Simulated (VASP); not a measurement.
# MgO (R-3m) in VASP: a series of runs

MgO is run at these levels: r2SCAN; tasks: single point.

Everything below comes from runs of VASP 6.6.1. Logs are shortened: lines on timing, memory, paths and dates and some standing lists are left out, and cuts for length are marked.

**1. The cell of the first run**

Symmetry: R-3m, No. 166, trigonal system. Conventional cell: a = 3.710 Å, b = 3.710 Å, c = 4.618 Å, α = 90.00°, β = 90.00°, γ = 120.00°. Within 3.0 Å of Mg (site symmetry -3m) lie 8 O at 2.28 to 2.31 Å and 6 Mg at 2.64 Å. Within 3.0 Å of O (site symmetry -3m) lie 8 Mg at 2.28 to 2.31 Å and 6 O at 2.64 Å.

**2. Single point, r2SCAN (strain along [111] +1.6%)**

Contents of POSCAR:

```
MgO
1.0
    2.6376026588      0.0142535303      0.0142535303
    0.0142535303      2.6376026588      0.0142535303
    0.0142535303      0.0142535303      2.6376026588
Mg O
1 1
Direct
    0.0000000000      0.0000000000      0.0000000000
    0.5000000000      0.5000000000      0.5000000000
```

Contents of INCAR.step1:

```
ALGO     = Normal         # electronic algorithm
EDIFF    = 1E-4           # SCF threshold, eV
ENCUT    = 520            # plane-wave cutoff, eV
GGA      = PE             # functional
ISMEAR   = 0              # smearing method
LASPH    = True           # aspherical terms in the spheres
LCHARG   = False          # write CHGCAR
LREAL    = False          # projectors in reciprocal space
LWAVE    = True           # write WAVECAR
NBANDS   = 11             # bands
NELM     = 80             # most SCF steps
PREC     = Accurate       # precision mode
SIGMA    = 0.01           # smearing width, eV
```

Contents of INCAR.step2:

```
ALGO     = Normal         # electronic algorithm
EDIFF    = 1E-6           # SCF threshold, eV
ENCUT    = 520            # plane-wave cutoff, eV
ISIF     = 2              # what is computed and relaxed
ISMEAR   = 0              # smearing method
ISTART   = 1            
LASPH    = True           # aspherical terms in the spheres
LCHARG   = True           # write CHGCAR
LELF     = True           # ELF
LMIXTAU  = True         
LREAL    = False          # projectors in reciprocal space
LVHAR    = True         
LWAVE    = False          # write WAVECAR
METAGGA  = R2SCAN         # meta-GGA
NBANDS   = 11             # bands
NELM     = 80             # most SCF steps
PREC     = Accurate       # precision mode
SIGMA    = 0.01           # smearing width, eV
```

Contents of KPOINTS:

```
k-points
0
Gamma
  10 10 10
```

Potentials or basis: VASP PAW PBE potentials, release 64 (Mg, O).

On the command line:

```console
cat potpaw_PBE.64/Mg/POTCAR potpaw_PBE.64/O/POTCAR > POTCAR
cp INCAR.step1 INCAR
mpirun -np 1 vasp_std > vasp.out
cp INCAR.step2 INCAR
mpirun -np 1 vasp_std > vasp.out
```

OUTCAR:

```text
EDIFF = 1E-6
   ENCUT = 520
   ISIF = 2
   ISMEAR = 0
   ISTART = 1
   LASPH = True
   LREAL = False
   METAGGA = R2SCAN
   NELM = 80
   PREC = Accurate

 ion  position               nearest neighbor table
   1  0.000  0.000  0.000-   2 2.28   2 2.28   2 2.28   2 2.28   2 2.28   2 2.28   2 2.31   2 2.31

   2  0.500  0.500  0.500-   1 2.28   1 2.28   1 2.28   1 2.28   1 2.28   1 2.28   1 2.31   1 2.31

  LATTYP: Found a trigonal (rhomboedric) cell.
 ALAT       =     2.6376796834
 COS(alpha) =     0.0108365135

  Lattice vectors:

 A1 = (   2.6376026588,   0.0142535303,   0.0142535303)
 A2 = (   0.0142535303,   2.6376026588,   0.0142535303)
 A3 = (   0.0142535303,   0.0142535303,   2.6376026588)

Analysis of symmetry for initial positions (statically):
=====================================================================
 Subroutine PRICEL returns:
 Original cell was already a primitive cell.

 Routine SETGRP: Setting up the symmetry group for a
 trigonal (rhombohedral) supercell.

 Subroutine GETGRP returns: Found 12 space group operations
 (whereof 12 operations were pure point group operations)
 out of a pool of 12 trial point group operations.

The static configuration has the point symmetry D_3d.

Analysis of symmetry for dynamics (positions and initial velocities):
=====================================================================
 Subroutine PRICEL returns:
 Original cell was already a primitive cell.

 Routine SETGRP: Setting up the symmetry group for a
 trigonal (rhombohedral) supercell.

 Subroutine GETGRP returns: Found 12 space group operations
 (whereof 12 operations were pure point group operations)
 out of a pool of 12 trial point group operations.

The dynamic configuration has the point symmetry D_3d.

 Subroutine INISYM returns: Found 12 space group operations
 (whereof 12 operations are pure point group operations),
 and found     1 'primitive' translations

----------------------------------------------------------------------------------------

                                     Primitive cell

  volume of cell :      18.3481

  direct lattice vectors                    reciprocal lattice vectors
     2.637602659  0.014253530  0.014253530     0.379154188 -0.002037926 -0.002037926
     0.014253530  2.637602659  0.014253530    -0.002037926  0.379154188 -0.002037926
     0.014253530  0.014253530  2.637602659    -0.002037926 -0.002037926  0.379154188

  length of vectors
     2.637679683  2.637679683  2.637679683     0.379165142  0.379165142  0.379165142

[... 83 lines left out ...]
   NSW    =      0    number of steps for IOM
   IBRION =     -1    ionic relax: 0-MD 1-quasi-New 2-CG
   NFREE  =      0    steps in history (QN), initial steepest desc. (CG)
   ISIF   =      2    stress and relaxation
   ISYM   =      2    0-nonsym 1-usesym 2-fastsym
   POTIM  = 0.5000    time-step for ionic-motion
   TEBEG  =    0.0;   TEEND  =   0.0 temperature during run
   PSTRESS=    0.0 pullay stress
   NELECT =       8.0000    total number of electrons
   NUPDOWN=      -1.0000    fix difference up-down
   EMIN   =  10.00;   EMAX   =-10.00  energy-range for DOS
   EFERMI =   0.00;   METHOD = LEGACY
   ISMEAR =     0;   SIGMA  =   0.01  broadening in eV -4-tet -1-fermi 0-gaus
   EFERMI_NEDOS =   21; number of points for ismear=-14 and -15
   IALGO  =     38    algorithm
   IMIX   =      4    mixing-type and parameters
     AMIX     =   0.40;   BMIX     =  1.00
     AMIX_MAG =   1.60;   BMIX_MAG =  1.00
  volume/ion in A,a.u.               =       9.17        61.91
  Fermi-wavevector in a.u.,A,eV,Ry     =   1.241390  2.345886 20.967232  1.541048
  Thomas-Fermi vector in A             =   2.375789
   LORBIT       =      0    0 simple, 1 ext, 2 COOP (PROOUT), +10 PAW based schemes
   METAGGA = R2SCAN    functional components
   LHFCALC =     F    Hartree Fock is set to
   AEXX    =    0.0000 exact exchange contribution
   IVDW    =     0    specifies the selected vdW correction
   LEPSILON=     F    determine dielectric tensor
   LRPA    =     F    only Hartree local field effects (RPA)
 non-spin polarized calculation
 Gauss-broadening in eV      SIGMA  =   0.01
  energy-cutoff  :      520.00
  volume of cell :       18.35
 maximum number of plane-waves:       506
   NGX =  9   NGY =  9   NGZ =  9

 number of electron       7.9999997 magnetization

 Free energy of the ion-electron system (eV)
  ---------------------------------------------------
  ext. energy  EPLUGINS =         0.00000000
  ---------------------------------------------------
  free energy    TOTEN  =       -14.52489366 eV

  energy without entropy =      -14.52489366  energy(sigma->0) =      -14.52489366

 E-fermi :   4.7338     XC(G=0): -11.7996

 val. band max:        4.6674922523   @ k =   0.5000   0.5000   0.0000
 cond. band min:       7.9657931914   @ k =   0.0000   0.0000   0.0000
 fundamental gap:      3.2983009392
 Fermi energy:         4.7337854005

 k-point     1 :       0.0000    0.0000    0.0000
  band No.  band energies     occupation
      1     -14.8024      2.00000
      2       3.5994      2.00000
      3       3.5994      2.00000
      4       3.6890      2.00000
      5       7.9658      0.00000
      6      16.0986      0.00000
      7      16.0986      0.00000
      8      26.0642      0.00000
      9      26.3935      0.00000
     10      26.3935      0.00000
     11      33.3658      0.00000
[... 309 lines left out ...]
 k-point    24 :       0.4000    0.3000    0.0000
  band No.  band energies     occupation
      1     -13.2009      2.00000
      2      -0.4548      2.00000
      3       1.0205      2.00000
      4       4.4057      2.00000
      5      12.4512      0.00000
      6      15.1866      0.00000
      7      17.9214      0.00000
      8      22.0253      0.00000
      9      24.6810      0.00000
     10      26.3819      0.00000
     11      28.4261      0.00000

 [... further k-points ...]
[... 5 lines left out ...]
  --------------------------------------------------------------------------------------
  -------------------------------------------------------------------------------------
  Total       -0.4119933     -0.4119933     -0.4119933      0.0837812      0.0837812      0.0837812
  in kB      -35.9758075    -35.9758075    -35.9758075      7.3158905      7.3158905      7.3158905
  external PRESSURE =     -35.9758075 kB  Pullay stress =       0.0000000 kB

 VOLUME and BASIS-vectors are now :
 -----------------------------------------------------------------------------
  energy-cutoff  :      520.00
  volume of cell :       18.35
      direct lattice vectors                 reciprocal lattice vectors
     2.637602659  0.014253530  0.014253530     0.379154188 -0.002037926 -0.002037926
     0.014253530  2.637602659  0.014253530    -0.002037926  0.379154188 -0.002037926
     0.014253530  0.014253530  2.637602659    -0.002037926 -0.002037926  0.379154188

 POSITION                                       TOTAL-FORCE (eV/Angst)
 -----------------------------------------------------------------------------------
      0.00000      0.00000      0.00000        -0.000000      0.000000      0.000000
      1.33305      1.33305      1.33305         0.000000     -0.000000     -0.000000
 -----------------------------------------------------------------------------------
    total drift:                                0.000000      0.000000      0.000000

  FREE ENERGIE OF THE ION-ELECTRON SYSTEM (eV)
  ---------------------------------------------------
  free  energy   TOTEN  =       -14.5248936633 eV

  energy  without entropy=      -14.5248936633  energy(sigma->0) =      -14.52489366
```

OUTCAR.step1:

```text
EDIFF = 1E-4
   ENCUT = 520
   GGA = PE
   ISMEAR = 0
   LASPH = True
[... 558 lines left out ...]
 -----------------------------------------------------------------------------------
      0.00000      0.00000      0.00000         0.000000     -0.000000      0.000000
      1.33305      1.33305      1.33305        -0.000000      0.000000      0.000000
 -----------------------------------------------------------------------------------
    total drift:                                0.000000      0.000000      0.000000

  FREE ENERGIE OF THE ION-ELECTRON SYSTEM (eV)
  ---------------------------------------------------
  free  energy   TOTEN  =       -10.3983226826 eV

  energy  without entropy=      -10.3983226826  energy(sigma->0) =      -10.39832268
```

OSZICAR.step1:

```text
N       E                     dE             d eps       ncg     rms          rms(c)
DAV:   1     0.147354552205E+02    0.14735E+02   -0.46117E+03  2963   0.647E+02
DAV:   2    -0.114703849724E+02   -0.26206E+02   -0.25610E+02  3007   0.134E+02
DAV:   3    -0.120472163895E+02   -0.57683E+00   -0.57611E+00  2959   0.170E+01
DAV:   4    -0.120485604772E+02   -0.13441E-02   -0.13441E-02  2768   0.919E-01
DAV:   5    -0.120485640681E+02   -0.35908E-05   -0.35908E-05  2850   0.471E-02    0.704E+00
DAV:   6    -0.104654437615E+02    0.15831E+01   -0.86247E+00  2588   0.159E+01    0.222E+00
DAV:   7    -0.104252529958E+02    0.40191E-01   -0.68565E-02  2786   0.223E+00    0.131E+00
DAV:   8    -0.103987122883E+02    0.26541E-01   -0.39672E-02  2723   0.201E+00    0.244E-01
DAV:   9    -0.103984224925E+02    0.28980E-03   -0.33178E-04  2834   0.137E-01    0.158E-01
DAV:  10    -0.103983226826E+02    0.99810E-04   -0.32864E-04  2612   0.155E-01
   1 F= -.10398323E+02 E0= -.10398323E+02  d E =-.690087E-51
```

It took 55 s on 1 thread of Intel Xeon Platinum 8259CL at 2.50GHz (Skylake/Cascade Lake), shared host; peak memory 0.14 GiB.

What came out:

| Quantity | Value |
| --- | --- |
| Free energy | -14.5249 eV |
| Pressure | -3.6 GPa |
| Band gap on the k mesh | 3.30 eV, indirect (least direct gap 4.28 eV) |

Stress tensor (GPa, compression positive):
```
-3.60  0.73  0.73
 0.73 -3.60  0.73
 0.73  0.73 -3.60
```

Caveat: the cell differs from its parent crystal (strain along [111] +1.6%); the PAW data sets were made with another functional, which shifts forces and pressure a little.

**3. Single point, r2SCAN (strain along [111] +1.6%)**

POSCAR is that of step 2.

Contents of INCAR.step1:

```
ALGO     = Normal         # electronic algorithm
EDIFF    = 1E-5           # SCF threshold, eV
ENCUT    = 660            # plane-wave cutoff, eV
GGA      = PE             # functional
GGA_COMPAT= False        
ISMEAR   = 0              # smearing method
LASPH    = True           # aspherical terms in the spheres
LCHARG   = False          # write CHGCAR
LREAL    = False          # projectors in reciprocal space
LWAVE    = True           # write WAVECAR
NBANDS   = 15             # bands
NELM     = 120            # most SCF steps
PREC     = Accurate       # precision mode
SIGMA    = 0.01           # smearing width, eV
```

Edit INCAR.step2 of step 2 so:

```diff
@@ -2,3 +2,4 @@
 EDIFF    = 1E-6           # SCF threshold, eV
-ENCUT    = 520            # plane-wave cutoff, eV
+ENCUT    = 660            # plane-wave cutoff, eV
+GGA_COMPAT= False        
 ISIF     = 2              # what is computed and relaxed
@@ -14,4 +15,4 @@
 METAGGA  = R2SCAN         # meta-GGA
-NBANDS   = 11             # bands
-NELM     = 80             # most SCF steps
+NBANDS   = 15             # bands
+NELM     = 120            # most SCF steps
 PREC     = Accurate       # precision mode
```

KPOINTS is that of step 2.

Potentials or basis: VASP PAW PBE potentials, release 64 (Mg_sv, O).

On the command line:

```console
cat potpaw_PBE.64/Mg_sv/POTCAR potpaw_PBE.64/O/POTCAR > POTCAR
cp INCAR.step1 INCAR
mpirun -np 1 vasp_std > vasp.out
cp INCAR.step2 INCAR
mpirun -np 1 vasp_std > vasp.out
```

Run time: 45 s. Hardware: 1 thread of Intel Xeon 6975P-C (Granite Rapids), shared host; peak memory 0.17 GiB.

Results (log left out):

- Free energy: -14.5603 eV
- Pressure: -2.8 GPa
- Band gap on the k mesh: 3.38 eV, indirect (least direct gap 4.36 eV)

Stress tensor (GPa, compression positive):
```
-2.75  0.65  0.65
 0.65 -2.75  0.65
 0.65  0.65 -2.75
```

Levels at points of the mesh, in eV from the valence-band top:
| k point | band 6 | band 7 | band 8 | band 9 | band 10 | band 11 |
| --- | --- | --- | --- | --- | --- | --- |
| (0.00, 0.00, 0.00) | -1.06 | -1.06 | -0.97 | 3.38 | 11.45 | 11.45 |
| (0.50, 0.00, 0.00) | -6.48 | -0.61 | -0.54 | 7.92 | 10.55 | 15.76 |
| (0.50, 0.50, 0.00) | -4.78 | -4.72 | 0.00 | 5.92 | 13.26 | 13.45 |
| (0.50, 0.50, 0.50) | -3.74 | -3.69 | -3.69 | 8.19 | 8.52 | 8.52 |

Caveat: the cell differs from its parent crystal (strain along [111] +1.6%); the PAW data sets were made with another functional, which shifts forces and pressure a little. A k mesh can miss the band edges.
